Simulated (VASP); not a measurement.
# ZnO (P4_2/mnm) in VASP: relaxation of cell and atoms with PBEsol

Aim: the relaxation of cell and atoms of ZnO with PBEsol.

Everything below comes from runs of VASP 6.6.1. Logs are shortened: lines on timing, memory, paths and dates and some standing lists are left out, and cuts for length are marked.

**1. The cell of the first run**

The structure is tetragonal, space group P4_2/mnm (No. 136). Conventional cell: a = 5.609 Å, b = 5.609 Å, c = 3.279 Å, α = 90.00°, β = 90.00°, γ = 90.00°. Zn (site symmetry m2m) has 4 O at 1.97 to 2.04 Å within 2.6 Å. O (site symmetry m2m) has 4 Zn at 1.97 to 2.04 Å within 2.6 Å.

**2. Relaxation of cell and atoms, PBEsol**

Input file INCAR:

```
ALGO     = Normal         # electronic algorithm
EDIFF    = 1E-6           # SCF threshold, eV
EDIFFG   = -0.005         # ionic threshold
ENCUT    = 600            # plane-wave cutoff, eV
GGA      = PS             # functional
IBRION   = 2              # ionic algorithm
ISIF     = 3              # what is computed and relaxed
ISMEAR   = -1             # smearing method
LASPH    = T              # aspherical terms in the spheres
LCHARG   = F              # write CHGCAR
LREAL    = F              # projectors in reciprocal space
LWAVE    = F              # write WAVECAR
NELM     = 100            # most SCF steps
NSW      = 80             # ionic steps
PREC     = Accurate       # precision mode
SIGMA    = 0.02           # smearing width, eV
```

Input file KPOINTS:

```
k-points
0
Gamma
  4 4 8
```

Input file POSCAR:

```
ZnO
1.0
    5.6085678019      0.0000000000      0.0000000000
    0.0000000000      5.6085678019      0.0000000000
    0.0000000000      0.0000000000      3.2789687234
Zn O
4 4
Direct
    0.1816732154      0.1816732154      0.5000000000
    0.8183267846      0.8183267846      0.5000000000
    0.6816732154      0.3183267846      0.0000000000
    0.3183267846      0.6816732154      0.0000000000
    0.8184370487      0.1815629513      0.5000000000
    0.1815629513      0.8184370487      0.5000000000
    0.6815629513      0.6815629513      0.0000000000
    0.3184370487      0.3184370487      0.0000000000
```

Potentials or basis: VASP PAW PBE potentials, release 64 (Zn, O).

Command:

```bash
$ cat potpaw_PBE.64/Zn/POTCAR potpaw_PBE.64/O/POTCAR > POTCAR
$ mpirun -np 1 vasp_std > vasp.out
```

OUTCAR:

```text
EDIFF = 1E-6
   EDIFFG = -0.005
   ENCUT = 600
   GGA = PS
   IBRION = 2
   ISIF = 3
   ISMEAR = -1
   LASPH = T
   LREAL = F
   NELM = 100
   NSW = 80
   PREC = Accurate

 ion  position               nearest neighbor table
   1  0.182  0.182  0.500-   8 1.97   8 1.97   5 2.04   6 2.04   2 2.88
   2  0.818  0.818  0.500-   7 1.97   7 1.97   5 2.04   6 2.04   1 2.88
   3  0.682  0.318  0.000-   5 1.97   5 1.97   8 2.04   7 2.04   4 2.88
   4  0.318  0.682  0.000-   6 1.97   6 1.97   8 2.04   7 2.04   3 2.88
   5  0.818  0.182  0.500-   3 1.97   3 1.97   1 2.04   2 2.04
   6  0.182  0.818  0.500-   4 1.97   4 1.97   1 2.04   2 2.04
   7  0.682  0.682  0.000-   2 1.97   2 1.97   4 2.04   3 2.04
   8  0.318  0.318  0.000-   1 1.97   1 1.97   4 2.04   3 2.04

  LATTYP: Found a simple tetragonal cell.
 ALAT       =     5.6085678019
 C/A-ratio  =     0.5846356573

  Lattice vectors:

 A1 = (   5.6085678019,   0.0000000000,   0.0000000000)
 A2 = (   0.0000000000,   5.6085678019,   0.0000000000)
 A3 = (   0.0000000000,   0.0000000000,   3.2789687234)

Analysis of symmetry for initial positions (statically):
=====================================================================
 Subroutine PRICEL returns:
 Original cell was already a primitive cell.

 Routine SETGRP: Setting up the symmetry group for a
 simple tetragonal supercell.

 Subroutine GETGRP returns: Found 16 space group operations
 (whereof  8 operations were pure point group operations)
 out of a pool of 16 trial point group operations.

The static configuration has the point symmetry D_2h.
 The point group associated with its full space group is D_4h.

Analysis of symmetry for dynamics (positions and initial velocities):
=====================================================================
 Subroutine PRICEL returns:
 Original cell was already a primitive cell.

 Routine SETGRP: Setting up the symmetry group for a
 simple tetragonal supercell.

 Subroutine GETGRP returns: Found 16 space group operations
 (whereof  8 operations were pure point group operations)
 out of a pool of 16 trial point group operations.

The dynamic configuration has the point symmetry D_2h.
 The point group associated with its full space group is D_4h.

 Subroutine INISYM returns: Found 16 space group operations
 (whereof  8 operations are pure point group operations),
 and found     1 'primitive' translations

[... 129 lines left out ...]
  Thomas-Fermi vector in A             =   2.569645
   LORBIT       =      0    0 simple, 1 ext, 2 COOP (PROOUT), +10 PAW based schemes
   GGA     = PS    functional components
   LHFCALC =     F    Hartree Fock is set to
   AEXX    =    0.0000 exact exchange contribution
   IVDW    =     0    specifies the selected vdW correction
   LEPSILON=     F    determine dielectric tensor
   LRPA    =     F    only Hartree local field effects (RPA)
 conjugate gradient relaxation of ions
 non-spin polarized calculation
  energy-cutoff  :      600.00
  volume of cell :      103.14
 maximum number of plane-waves:      3488
 NGX is ok and might be reduce to    48
   NGX = 23   NGY = 23   NGZ = 13

--------------------------------------- Ionic step        1  -------------------------------------------

 number of electron      71.9999983 magnetization

 Free energy of the ion-electron system (eV)
  ---------------------------------------------------
  ext. energy  EPLUGINS =         0.00000000
  ---------------------------------------------------
  free energy    TOTEN  =       -38.52386700 eV

  energy without entropy =      -38.52386700  energy(sigma->0) =      -38.52386700

------------------------ aborting loop because EDIFF is reached ----------------------------------------

  FORCE on cell =-STRESS in cart. coord.  units (eV):
  Direction    XX          YY          ZZ          XY          YZ          ZX
  --------------------------------------------------------------------------------------
  -------------------------------------------------------------------------------------
  Total       -3.1188771     -3.1188771     -3.3585682     -0.0000000      0.0000000      0.0000000
  in kB      -48.4470809    -48.4470809    -52.1703239     -0.0000000      0.0000000      0.0000000
  external PRESSURE =     -49.6881619 kB  Pullay stress =       0.0000000 kB
[... 107 lines left out ...]
  FREE ENERGIE OF THE ION-ELECTRON SYSTEM (eV)
  ---------------------------------------------------
  free  energy   TOTEN  =       -38.5865565189 eV

  energy  without entropy=      -38.5865565184  energy(sigma->0) =      -38.58655652

[... ionic steps 4 to 14 ...]

--------------------------------------- Ionic step       15  -------------------------------------------

 number of electron      72.0000016 magnetization

------------------------ aborting loop because EDIFF is reached ----------------------------------------
[... 79 lines left out ...]
--------------------------------------- Ionic step       17  -------------------------------------------

 number of electron      72.0000016 magnetization

 Free energy of the ion-electron system (eV)
  ---------------------------------------------------
  ext. energy  EPLUGINS =         0.00000000
  ---------------------------------------------------
  free energy    TOTEN  =       -38.58719678 eV

  energy without entropy =      -38.58719678  energy(sigma->0) =      -38.58719678

 E-fermi :   1.2096     XC(G=0): -10.8971

 val. band max:        0.8669927532   @ k =   0.0000   0.0000   0.0000
 cond. band min:       1.5532859081   @ k =   0.0000   0.0000   0.0000
 fundamental gap:      0.6862931549
 Fermi energy:         1.2095577344

 k-point     1 :       0.0000    0.0000    0.0000
  band No.  band energies     occupation
      1     -17.2294      2.00000
      2     -16.4942      2.00000
      3     -16.4942      2.00000
      4     -16.4070      2.00000
      5      -5.5726      2.00000
      6      -5.2935      2.00000
[... 1093 lines left out ...]
     42       8.9257      0.00000
     43       9.5356      0.00000

 [... further k-points ...]

------------------------ aborting loop because EDIFF is reached ----------------------------------------

  FORCE on cell =-STRESS in cart. coord.  units (eV):
  Direction    XX          YY          ZZ          XY          YZ          ZX
  --------------------------------------------------------------------------------------
  -------------------------------------------------------------------------------------
  Total       -0.0331314     -0.0331314      0.0356573      0.0000000      0.0000000      0.0000000
  in kB       -0.5355583     -0.5355583      0.5763896      0.0000000      0.0000000      0.0000000
  external PRESSURE =      -0.1649090 kB  Pullay stress =       0.0000000 kB
[... 23 lines left out ...]
  FREE ENERGIE OF THE ION-ELECTRON SYSTEM (eV)
  ---------------------------------------------------
  free  energy   TOTEN  =       -38.5871967823 eV

  energy  without entropy=      -38.5871967819  energy(sigma->0) =      -38.58719678

 reached required accuracy - stopping structural energy minimisation
```

OSZICAR:

```text
N       E                     dE             d eps       ncg     rms          rms(c)
DAV:   1     0.784155766865E+03    0.78416E+03   -0.38685E+04  2580   0.260E+03
DAV:   2     0.835970226863E+02   -0.70056E+03   -0.67554E+03  2636   0.579E+02
DAV:   3    -0.372446600786E+02   -0.12084E+03   -0.11825E+03  2780   0.215E+02
[... 122 lines left out ...]
DAV:   3    -0.385871967959E+02    0.22367E-06   -0.19996E-07  1308   0.105E-02
  16 F= -.38587197E+02 E0= -.38587197E+02  d E =-.381273E-04
       N       E                     dE             d eps       ncg     rms          rms(c)
DAV:   1    -0.385871979393E+02   -0.91967E-06   -0.41898E-05  3354   0.728E-02    0.853E-03
DAV:   2    -0.385871968963E+02    0.10429E-05   -0.73529E-06  2427   0.355E-02    0.321E-03
DAV:   3    -0.385871967823E+02    0.11405E-06   -0.27671E-07  1290   0.587E-03
  17 F= -.38587197E+02 E0= -.38587197E+02  d E =-.381137E-04
```

It took 16 min on 1 thread of Intel Xeon Platinum 8488C (Sapphire Rapids), shared host; peak memory 0.36 GiB.

What came out:

| Item | Value |
| --- | --- |
| Free energy | -38.5872 eV |
| Relaxed volume | 12.39 Å³/atom |
| Relaxed cell | a = 5.526 Å, b = 5.526 Å, c = 3.246 Å, α = 90.00°, β = 90.00°, γ = 90.00° |
| Space group after relaxing (to 0.05 Å) | P4_2/mnm (No. 136) |
| Energy gained by relaxing | 7.9 meV/atom |
| Ionic steps | 17 |
| Pressure after relaxing | 0.0 GPa |
| Largest force after relaxing | 0.004 eV/Å |
| Band gap on the k mesh | 0.69 eV, direct |

Forces on the atoms (eV/Å):
```
Zn  -0.003 -0.003  0.000
Zn   0.003  0.003  0.000
Zn  -0.003  0.003  0.000
Zn   0.003 -0.003  0.000
O    0.002 -0.002  0.000
O   -0.002  0.002  0.000
O   -0.002 -0.002  0.000
O    0.002  0.002  0.000
```

The path:
```
step  energy change (eV)  largest force (eV/Å)  pressure (GPa)  volume (Å³)
   1              0.0000                0.0305           -4.97       103.14
   2             -0.0459                0.0244            2.79        97.29
   3             -0.0627                0.0041            0.02        99.23
   4             -0.0627                0.0035           -0.09        99.31
   5             -0.0629                0.0185           -0.18        99.29
   6             -0.0629                0.0298           -0.09        99.27
   7             -0.0631                0.0238           -0.08        99.22
   8             -0.0633                0.0070            0.07        99.04
   9             -0.0633                0.0051            0.14        99.02
  10             -0.0633                0.0061            0.18        99.03
  11             -0.0633                0.0075            0.07        99.04
  12             -0.0633                0.0010            0.10        99.09
  13             -0.0632                0.0171           -0.13        99.24
  14             -0.0633                0.0061           -0.05        99.14
  15             -0.0633                0.0041            0.00        99.12
  16             -0.0633                0.0027            0.05        99.11
  17             -0.0633                0.0042           -0.02        99.12
```

Final structure:
```
Zn O
1.0
     5.52615    0.00000    0.00000
     0.00000    5.52615    0.00000
     0.00000    0.00000    3.24562
Zn O
4 4
Direct
  0.18202 0.18202 0.50000
  0.81798 0.81798 0.50000
  0.68202 0.31798 0.00000
  0.31798 0.68202 0.00000
  0.81815 0.18185 0.50000
  0.18185 0.81815 0.50000
  0.68185 0.68185 0.00000
  0.31815 0.31815 0.00000
```

Caveat: the PAW data sets were made with another functional, which shifts forces and pressure a little. As with any semilocal functional, this PBEsol gap is likely too small.
